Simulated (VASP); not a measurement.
# SnTe3: single point with r2SCAN

SnTe3:

```
CELL_PARAMETERS angstrom
0.00000 3.87252 3.87252
3.87252 0.00000 3.87252
3.87252 3.87252 0.00000
ATOMIC_POSITIONS crystal
Sn 0.00000 0.00000 0.00000
Te 0.25000 0.25000 0.25000
Te 0.75000 0.75000 0.75000
Te 0.50000 0.50000 0.50000
```

```
Program                : VASP 6.6.1
Task                   : single point
Functional             : r2SCAN
Potentials or basis    : VASP PAW PBE potentials, release 64 (Sn_d, Te)
Cutoff                 : 550 eV
k mesh                 : 4 × 4 × 4
Occupations            : fermi-dirac, width 0.1 eV
Spin                   : no spin polarisation
Dipole correction      : no
Further INCAR settings : ALGO = Normal; EDIFF = 1e-06; NBANDS = 24
```

The pressure is 0.0 GPa. The band gap on the k mesh is zero (band 16 reaches 7.92 eV, above the bottom of band 17 at 5.60 eV).

Levels at points of the mesh, in eV from the Fermi level:
| k point | band 12 | band 13 | band 14 | band 15 | band 16 | band 17 | band 18 | band 19 | band 20 | band 21 |
| --- | --- | --- | --- | --- | --- | --- | --- | --- | --- | --- |
| (0.00, 0.00, 0.00) | -3.43 | -3.39 | -3.39 | -3.39 | -1.90 | -1.90 | -1.90 | 3.58 | 3.58 | 4.27 |
| (0.50, 0.00, 0.00) | -3.53 | -3.53 | -2.10 | -1.96 | 0.41 | 0.41 | 1.31 | 1.99 | 1.99 | 3.51 |
| (0.50, 0.50, 0.00) | -1.51 | -0.88 | -0.68 | -0.68 | -0.04 | 0.14 | 0.14 | 2.23 | 3.52 | 3.52 |

Wall time 72 s on 1 thread of Intel(R) Xeon(R) Platinum 8488C (Sapphire Rapids) (shared host), peak memory 0.28 GiB.

Caveat: the PAW data sets were made with another functional, which shifts forces and pressure a little; spin-orbit coupling is left out, which moves the levels of the heavy elements.
